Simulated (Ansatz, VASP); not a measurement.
Given: the input of a run of VASP 6.6.1 on Al2O3.

File INCAR:

```
SYSTEM = Al2O3
AGGAC = 1.0
AGGAX = 1.0
ALDAC = 0.0
ALDAX = 1.0
ALGO = Normal
EDIFF = 1E-7
ENCUT = 520
GGA = B5
ISIF = 2
ISMEAR = -1
IVDW = 12
LASPH = .TRUE.
LCHARG = .FALSE.
LREAL = .FALSE.
LWAVE = .FALSE.
NBANDS = 35
NELM = 60
PREC = Accurate
SIGMA = 0.05
VDW_A1 = 0.4298
VDW_A2 = 4.2359
VDW_S6 = 1.0
VDW_S8 = 2.6996
```

The input KPOINTS:

```
k-points
0
G
  7 7 7
  0 0 0
```

The input POSCAR:

```
Al2O3
1.0
    2.3802500000      1.3742379782      4.3318666667
   -2.3802500000      1.3742379782      4.3318666667
    0.0000000000     -2.7484759565      4.3318666667
Al O
4 6
Direct
    0.8521600000      0.8521600000      0.8521600000
    0.6478400000      0.6478400000      0.6478400000
    0.1478400000      0.1478400000      0.1478400000
    0.3521600000      0.3521600000      0.3521600000
    0.0566800000      0.7500000000      0.4433200000
    0.7500000000      0.4433200000      0.0566800000
    0.4433200000      0.0566800000      0.7500000000
    0.9433200000      0.2500000000      0.5566800000
    0.2500000000      0.5566800000      0.9433200000
    0.5566800000      0.9433200000      0.2500000000
```

Potentials or basis: VASP PAW PBE potentials, release 64 (Al, O).

Launch:

```bash
$ cat potpaw_PBE.64/Al/POTCAR potpaw_PBE.64/O/POTCAR > POTCAR
$ mpirun -np 1 vasp_std > vasp.out
```

Problem. Translate it to Ansatz 0.2.0. Potentials there: Ansatz PAW.

Solution. As run (the cutoff follows the program's own potentials):

input.yaml

```yaml
crystal:
  lattice:
    - [2.38025, 1.3742379782, 4.3318666667]
    - [-2.38025, 1.3742379782, 4.3318666667]
    - [0.0, -2.7484759565, 4.3318666667]
  atoms:
    - { symbol: Al, position: [0.85216, 0.85216, 0.85216] }
    - { symbol: Al, position: [0.64784, 0.64784, 0.64784] }
    - { symbol: Al, position: [0.14784, 0.14784, 0.14784] }
    - { symbol: Al, position: [0.35216, 0.35216, 0.35216] }
    - { symbol: O, position: [0.05668, 0.75, 0.44332] }
    - { symbol: O, position: [0.75, 0.44332, 0.05668] }
    - { symbol: O, position: [0.44332, 0.05668, 0.75] }
    - { symbol: O, position: [0.94332, 0.25, 0.55668] }
    - { symbol: O, position: [0.25, 0.55668, 0.94332] }
    - { symbol: O, position: [0.55668, 0.94332, 0.25] }
hamiltonian:
  xc: blyp
  pseudopotentials: { kind: paw }
  dispersion: d3bj
kpoints:
  mp_grid: { grid: [7, 7, 7] }
scf:
  occupations: { method: fermi_dirac, width: 0.05 }
output:
  forces: true
  stress: true
  eigenvalues: true
```

Potentials or basis: Ansatz PAW.

Command:

```console
$ ansatz run input.yaml --threads 2 --pin off --max-ram 5120MiB --backend cpu --events-out ev --progress --plain --runs-dir out
```

Both were run:

|  | VASP | Ansatz | Ansatz less VASP |
| --- | --- | --- | --- |
| gap on the k mesh at the Fermi level (eV) | 6.48 | 6.48 | -0.002 |
| least direct gap on the mesh (eV) | 6.48 | 6.48 | -0.002 |
| pressure (GPa) | 2.1 | 1.5 | -0.57 |
| traceless stress, the component that is largest in VASP (GPa) | -0.21 | -0.08 | +0.139 |
| rms of the force components (eV/Å) | 0.014 | 0.023 | +0.0083 |

VASP's potentials were made for PBE, not for BLYP. Atom by atom the forces differ by 0.008 eV/Å (rms over components).

Noted on Ansatz's run: Pulay correction over one GPa; odd divisions of the mesh miss points on the zone boundary, where band edges often lie, so the gap on the mesh can be too wide.
